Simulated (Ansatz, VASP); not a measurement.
CsAs in VASP and in Ansatz

Contents of INCAR:

```
SYSTEM = CsAs
PREC = Accurate
ENCUT = 600
EDIFF = 1E-6
ISMEAR = 0
SIGMA = 0.1
LREAL = .False.
LASPH = .True.
NELM = 80
ALGO = Normal
ISIF = 3
LWAVE = .False.
LCHARG = .False.
GGA = PE
IBRION = 2
NSW = 100
EDIFFG = -0.01
```

Contents of KPOINTS:

```
regular mesh
0
Gamma
  14 14 14
  0 0 0
```

Contents of POSCAR:

```
CsAs
1.0
    0.0000000000      3.6690340539      3.6690340539
    3.6690340539      0.0000000000      3.6690340539
    3.6690340539      3.6690340539      0.0000000000
Cs As
1 1
Direct
    0.0000000000      0.0000000000      0.0000000000
    0.5000000000      0.5000000000      0.5000000000
```

Input for Ansatz:

```yaml
crystal:
  lattice:
    - [0.0, 3.6690340539, 3.6690340539]
    - [3.6690340539, 0.0, 3.6690340539]
    - [3.6690340539, 3.6690340539, 0.0]
  atoms:
    - { symbol: Cs, position: [0.0, 0.0, 0.0] }
    - { symbol: As, position: [0.5, 0.5, 0.5] }
basis:
  ecutwfc: 420
kpoints:
  mp_grid: { grid: [14, 14, 14] }
hamiltonian:
  xc: pbe
scf:
  occupations: { method: gaussian, width: 0.1 }
output:
  forces: true
  stress: true
  eigenvalues: true
  write_density: true
  write_potential: true
  elf: true
  volumetric_format: npy
relax:
  adjacent_minimum: "off"
  f_tol: 0.01
  max_steps: 80
  cell: { stress_tol: 0.05 }
```

Alike in both runs: task relaxation of cell and atoms; functional PBE; k mesh 14 × 14 × 14; occupations gaussian, width 0.1 eV; no spin polarisation.

|  | VASP | Ansatz |
| --- | --- | --- |
| version | VASP 6.6.1 | Ansatz 0.2.0 |
| potentials or method | VASP PAW PBE potentials, release 64 (Cs_sv, As), cutoff 600 eV | scalar-relativistic, plane waves, PAW |
| valence electrons in the cell | 14 | 24 |

```tsv
	VASP	Ansatz	Ansatz less VASP
gap on the k mesh at the Fermi level, each at its own relaxed structure (eV)	none	none	-
relaxed volume (Å³/atom)	49.73	49.39	-0.336
relaxed cell length with the largest relative difference (Å)	5.201	5.189	-0.0118
```

A gap of «none» marks a metal or a gap that the smearing closes. VASP's potentials hold 14 valence electrons a cell and Ansatz's 24, so a difference there can come from the potentials and not from the codes.

Neither program's run includes spin-orbit coupling.
